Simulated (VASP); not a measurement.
# SnSe (Cmcm) in VASP: a series of runs, part 2 of 3

VASP 6.6.1. The steps go on from the part before.

**3. Single point, PBE+D3(BJ)**

This run uses another cell than the first one, of the same volume but with other edges.

File INCAR:

```
SYSTEM = SnSe
ALGO     = Normal         ! electronic algorithm
EDIFF    = 1E-6           ! SCF threshold, eV
ENCUT    = 520            ! plane-wave cutoff, eV
GGA      = PE             ! functional
ISIF     = 2              ! what is computed and relaxed
ISMEAR   = 0              ! smearing method
IVDW     = 12             ! dispersion correction
LASPH    = .TRUE.         ! aspherical terms in the spheres
LCHARG   = .FALSE.        ! write CHGCAR
LREAL    = .FALSE.        ! projectors in reciprocal space
LWAVE    = .FALSE.        ! write WAVECAR
NBANDS   = 28             ! bands
NELM     = 100            ! most SCF steps
PREC     = Accurate       ! precision mode
SIGMA    = 0.05           ! smearing width, eV
```

File KPOINTS:

```
k-points
0
G
  8 8 8
  0 0 0
```

File POSCAR:

```
SnSe
1.0
    2.2157359224     -6.0174452371      0.0000000000
    2.2157359224      6.0174452371      0.0000000000
    0.0000000000      0.0000000000      4.0845215295
Sn Se
2 2
Direct
    0.8800000000      0.1200000000      0.2500000000
    0.1200000000      0.8800000000      0.7500000000
    0.6440000000      0.3560000000      0.2500000000
    0.3560000000      0.6440000000      0.7500000000
```

Potentials or basis: VASP PAW PBE potentials, release 64 (Sn_d, Se).

On the command line:

```console
cat potpaw_PBE.64/Sn_d/POTCAR potpaw_PBE.64/Se/POTCAR > POTCAR
mpirun -np 1 vasp_std > vasp.out
```

OUTCAR:

```text
SYSTEM = SnSe
   EDIFF = 1E-6
   ENCUT = 520
   GGA = PE
   ISIF = 2
   ISMEAR = 0
   IVDW = 12
   LASPH = .TRUE.
   LREAL = .FALSE.
   NELM = 100
   PREC = Accurate
 IVDW          = 12

 ion  position               nearest neighbor table
   1  0.880  0.120  0.250-   3 2.84   4 3.03   4 3.03   4 3.03   4 3.03   2 3.54   2 3.54
   2  0.120  0.880  0.750-   4 2.84   3 3.03   3 3.03   3 3.03   3 3.03   1 3.54   1 3.54
   3  0.644  0.356  0.250-   1 2.84   2 3.03   2 3.03   2 3.03   2 3.03
   4  0.356  0.644  0.750-   2 2.84   1 3.03   1 3.03   1 3.03   1 3.03

  LATTYP: Found a base centered orthorhombic cell.
 ALAT       =     4.4314718448
 B/A-ratio  =     2.7157772622
 C/A-ratio  =     0.9217076566

  Lattice vectors:

 A1 = (   2.2157359224,  -6.0174452371,   0.0000000000)
 A2 = (   2.2157359224,   6.0174452371,   0.0000000000)
 A3 = (   0.0000000000,   0.0000000000,   4.0845215295)

Analysis of symmetry for initial positions (statically):
=====================================================================
 Subroutine PRICEL returns:
 Original cell was already a primitive cell.

 Routine SETGRP: Setting up the symmetry group for a
 base centered orthorhombic supercell.

 Subroutine GETGRP returns: Found  8 space group operations
 (whereof  4 operations were pure point group operations)
 out of a pool of  8 trial point group operations.

The static configuration has the point symmetry C_2h.
 The point group associated with its full space group is D_2h.

Analysis of symmetry for dynamics (positions and initial velocities):
=====================================================================
 Subroutine PRICEL returns:
 Original cell was already a primitive cell.

 Routine SETGRP: Setting up the symmetry group for a
 base centered orthorhombic supercell.

 Subroutine GETGRP returns: Found  8 space group operations
 (whereof  4 operations were pure point group operations)
 out of a pool of  8 trial point group operations.

The dynamic configuration has the point symmetry C_2h.
 The point group associated with its full space group is D_2h.

 Subroutine INISYM returns: Found  8 space group operations
 (whereof  4 operations are pure point group operations),
 and found     1 'primitive' translations

----------------------------------------------------------------------------------------

                                     Primitive cell

  volume of cell :     108.9184

  direct lattice vectors                    reciprocal lattice vectors
     2.215735922 -6.017445237  0.000000000     0.225658660 -0.083091741  0.000000000
     2.215735922  6.017445237  0.000000000     0.225658660  0.083091741  0.000000000
     0.000000000  0.000000000  4.084521529     0.000000000  0.000000000  0.244826718

  length of vectors
     6.412420203  6.412420203  4.084521529     0.240470515  0.240470515  0.244826718

  position of ions in fractional coordinates (direct lattice)
     0.880000000  0.120000000  0.250000000
     0.120000000  0.880000000  0.750000000
     0.644000000  0.356000000  0.250000000
     0.356000000  0.644000000  0.750000000

  ion indices of the primitive-cell ions
[... 26 lines left out ...]

 Subroutine IBZKPT returns following result:
 ===========================================

 Found    105 irreducible k-points:

 Following reciprocal coordinates:
            Coordinates               Weight
  0.000000  0.000000  0.000000      1.000000
  0.125000  0.000000  0.000000      4.000000
  0.250000  0.000000  0.000000      4.000000
  0.375000  0.000000  0.000000      4.000000
  0.500000  0.000000  0.000000      2.000000
  0.125000  0.125000  0.000000      2.000000
[... 16 lines left out ...]
  0.125000  0.000000  0.125000      8.000000
  0.250000  0.000000  0.125000      8.000000
 [... further k-points ...]
   k-points           NKPTS =    105   k-points in BZ     NKDIM =    105   number of bands    NBANDS=     28
   number of dos      NEDOS =    301   number of ions     NIONS =      4
   total plane-waves  NPLWV =  69120
   dimension x,y,z NGX =    48 NGY =   48 NGZ =   30
   dimension x,y,z NGXF=    96 NGYF=   96 NGZF=   60
   ions per type =               2   2
   NGX,Y,Z   is equivalent  to a cutoff of  12.44, 12.44, 12.21 a.u.
   NGXF,Y,Z  is equivalent  to a cutoff of  24.89, 24.89, 24.42 a.u.
 SYSTEM =  SnSe
   PREC   = accura    normal or accurate (medium, high low for compatibility)
   ISTART =      0    job   : 0-new  1-cont  2-samecut
   ICHARG =      2    charge: 1-file 2-atom 10-const
   ISPIN  =      1    spin polarized calculation?
   LNONCOLLINEAR =      F non collinear calculations
   LSORBIT =      F    spin-orbit coupling
   LASPH  =      T    aspherical Exc in radial PAW
   ENCUT  =  520.0 eV  38.22 Ry    6.18 a.u.  11.92 11.92  7.59*2*pi/ulx,y,z
   NELM   =    100;   NELMIN=  2; NELMDL= -5     # of ELM steps
   EDIFF  = 0.1E-05   stopping-criterion for ELM
   LREAL  =      F    real-space projection
   EDIFFG = 0.1E-04   stopping-criterion for IOM
   NSW    =      0    number of steps for IOM
   IBRION =     -1    ionic relax: 0-MD 1-quasi-New 2-CG
   NFREE  =      0    steps in history (QN), initial steepest desc. (CG)
   ISIF   =      2    stress and relaxation
   ISYM   =      2    0-nonsym 1-usesym 2-fastsym
   POTIM  = 0.5000    time-step for ionic-motion
   TEBEG  =    0.0;   TEEND  =   0.0 temperature during run
   PSTRESS=    0.0 pullay stress
   NELECT =      40.0000    total number of electrons
   NUPDOWN=      -1.0000    fix difference up-down
   EMIN   =  10.00;   EMAX   =-10.00  energy-range for DOS
   EFERMI =   0.00;   METHOD = LEGACY
   ISMEAR =     0;   SIGMA  =   0.05  broadening in eV -4-tet -1-fermi 0-gaus
   EFERMI_NEDOS =   21; number of points for ismear=-14 and -15
   IALGO  =     38    algorithm
   IMIX   =      4    mixing-type and parameters
     AMIX     =   0.40;   BMIX     =  1.00
     AMIX_MAG =   1.60;   BMIX_MAG =  1.00
  volume/ion in A,a.u.               =      27.23       183.75
  Fermi-wavevector in a.u.,A,eV,Ry     =   1.172360  2.215439 18.700233  1.374428
  Thomas-Fermi vector in A             =   2.308790
   LORBIT       =      0    0 simple, 1 ext, 2 COOP (PROOUT), +10 PAW based schemes
   GGA     = PE    functional components
   LHFCALC =     F    Hartree Fock is set to
   AEXX    =    0.0000 exact exchange contribution
   IVDW    =    12    specifies the selected vdW correction
   LEPSILON=     F    determine dielectric tensor
   LRPA    =     F    only Hartree local field effects (RPA)
 non-spin polarized calculation
 Gauss-broadening in eV      SIGMA  =   0.05
  energy-cutoff  :      520.00
  volume of cell :      108.92
 maximum number of plane-waves:      2956
   NGX = 23   NGY = 23   NGZ = 15

 number of electron      40.0000006 magnetization

 Free energy of the ion-electron system (eV)
  ---------------------------------------------------
  ext. energy  EPLUGINS =         0.00000000
  ---------------------------------------------------
  free energy    TOTEN  =       -16.30461255 eV

  energy without entropy =      -16.30436877  energy(sigma->0) =      -16.30449066

 E-fermi :   5.3514     XC(G=0):  -9.6394

 val. band max:        5.3163058634   @ k =   0.5000   0.0000   0.0000
 cond. band min:       5.4359893049   @ k =   0.5000   0.5000   0.1250
 fundamental gap:      0.1196834414
 Fermi energy:         5.3514078241

 k-point     1 :       0.0000    0.0000    0.0000
  band No.  band energies     occupation
      1     -16.2149      2.00000
      2     -16.2064      2.00000
      3     -16.1991      2.00000
      4     -16.1945      2.00000
      5     -16.1901      2.00000
      6     -16.1723      2.00000
[... 733 lines left out ...]
     27      11.2751      0.00000
     28      11.9618      0.00000

 [... further k-points ...]

------------------------ aborting loop because EDIFF is reached ----------------------------------------

 Edisp (eV)   -1.41912

 E8    (eV) :    -0.6401

  FORCE on cell =-STRESS in cart. coord.  units (eV):
  Direction    XX          YY          ZZ          XY          YZ          ZX
  --------------------------------------------------------------------------------------
  -------------------------------------------------------------------------------------
  Total      -2.47626    -3.03527    -0.18207     0.00000     0.00000     0.00000
  in kB     -36.42548   -44.64840    -2.67819     0.00000     0.00000     0.00000
  external pressure =      -27.92 kB  Pullay stress =        0.00 kB

 VOLUME and BASIS-vectors are now :
 -----------------------------------------------------------------------------
  energy-cutoff  :      520.00
  volume of cell :      108.92
      direct lattice vectors                 reciprocal lattice vectors
     2.215735922 -6.017445237  0.000000000     0.225658660 -0.083091741  0.000000000
     2.215735922  6.017445237  0.000000000     0.225658660  0.083091741  0.000000000
     0.000000000  0.000000000  4.084521529     0.000000000  0.000000000  0.244826718

 POSITION                                       TOTAL-FORCE (eV/Angst)
 -----------------------------------------------------------------------------------
      2.21574     -4.57326      1.02113         0.000000      0.405322      0.000000
      2.21574      4.57326      3.06339         0.000000     -0.405322     -0.000000
      2.21574     -1.73302      1.02113         0.000000     -0.280253     -0.000000
      2.21574      1.73302      3.06339         0.000000      0.280253     -0.000000
 -----------------------------------------------------------------------------------
    total drift:                               -0.000000     -0.000000      0.000000

  FREE ENERGIE OF THE ION-ELECTRON SYSTEM (eV)
  ---------------------------------------------------
  free  energy   TOTEN  =       -17.7237341959 eV

  energy  without entropy=      -17.7234904157  energy(sigma->0) =      -17.72361231
```

Wall time 4.3 min (1 thread of Intel Xeon 8259CL, shared host); peak memory 0.44 GiB.

What came out:

```yaml
Free_energy: -17.7237 eV
Pressure: -2.8 GPa
Largest_force: 0.405 eV/Å
Band_gap_on_the_k_mesh: zero (bands 20 and 21 overlap by 0.06 eV)
Dispersion_energy_per_atom: -0.355 eV
```

Forces on the atoms (eV/Å):
```
Sn   0.000  0.405  0.000
Sn   0.000 -0.405  0.000
Se   0.000 -0.280  0.000
Se   0.000  0.280  0.000
```

Stress tensor (GPa, compression positive):
```
-3.64  0.00  0.00
 0.00 -4.46  0.00
 0.00  0.00 -0.27
```

Caveat: semilocal functionals underestimate gaps, and a narrow one can read as zero; spin-orbit coupling is left out, which moves the levels of the heavy elements.

**4. Single point, PBE+D3(BJ)**

This run uses another cell than the first one, of the same volume but with other edges.

File INCAR:

```
ALGO = Normal
EDIFF = 1E-6
ENCUT = 520
GGA = PE
ISIF = 2
ISMEAR = 0
IVDW = 12
LASPH = True
LCHARG = False
LREAL = False
LWAVE = False
NBANDS = 28
NELM = 80
PREC = Accurate
SIGMA = 0.05
```

File KPOINTS:

```
k-points
0
Gamma
  8 8 8
```

File POSCAR:

```
SnSe
1.0
    2.0279326422     -5.5074133590      0.0000000000
    2.0279326422      5.5074133590      0.0000000000
    0.0000000000      0.0000000000      4.8760722872
Sn Se
2 2
Direct
    0.8800000000      0.1200000000      0.2500000000
    0.1200000000      0.8800000000      0.7500000000
    0.6440000000      0.3560000000      0.2500000000
    0.3560000000      0.6440000000      0.7500000000
```

On the command line:

```console
cat potpaw_PBE.64/Sn_d/POTCAR potpaw_PBE.64/Se/POTCAR > POTCAR
mpirun -np 1 vasp_std > vasp.out
```

It took 5.5 min on 1 thread of Intel Xeon 8259CL, shared host; peak memory 0.47 GiB.

The run converged. Its results:

```yaml
Free_energy: -17.3707 eV
Pressure: -0.8 GPa
Largest_force: 0.753 eV/Å
Band_gap_on_the_k_mesh: 0.32 eV (least direct gap 0.78 eV)
Dispersion_energy_per_atom: -0.355 eV
```

Forces on the atoms (eV/Å):
```
Sn   0.000 -0.337  0.000
Sn   0.000  0.337  0.000
Se   0.000  0.753  0.000
Se   0.000 -0.753  0.000
```

Stress tensor (GPa, compression positive):
```
-1.32  0.00  0.00
 0.00  5.83  0.00
 0.00  0.00 -6.93
```

Levels at points of the mesh, in eV from the valence-band top:
```
           k point  band 17  band 18  band 19  band 20  band 21  band 22  band 23  band 24
(0.00, 0.00, 0.00)    -1.86    -1.53    -1.38    -1.17     3.42     4.04     4.31     4.36
(0.50, 0.00, 0.00)    -2.14    -1.77    -1.26    -1.21     0.61     0.92     1.00     2.12
(0.50, 0.50, 0.00)    -2.44    -0.97    -0.53    -0.09     1.27     2.90     3.88     3.89
(0.00, 0.00, 0.50)    -1.01    -1.01    -0.27    -0.27     1.60     1.60     2.25     2.25
(0.50, 0.00, 0.50)    -3.38    -3.38    -1.07    -1.07     3.05     3.05     3.61     3.61
(0.50, 0.50, 0.50)    -1.20    -1.20    -0.54    -0.54     1.93     1.93     3.17     3.17
```

Caveat: the stress differs along the axes, from -7 to 6 GPa; semilocal functionals underestimate gaps, and a narrow one can read as zero; spin-orbit coupling is left out, which moves the levels of the heavy elements. A k mesh can miss the band edges.

(Part 2 of 3 ends here.)

The gap in the log of VASP goes by the Fermi energy; the results here count the filled bands.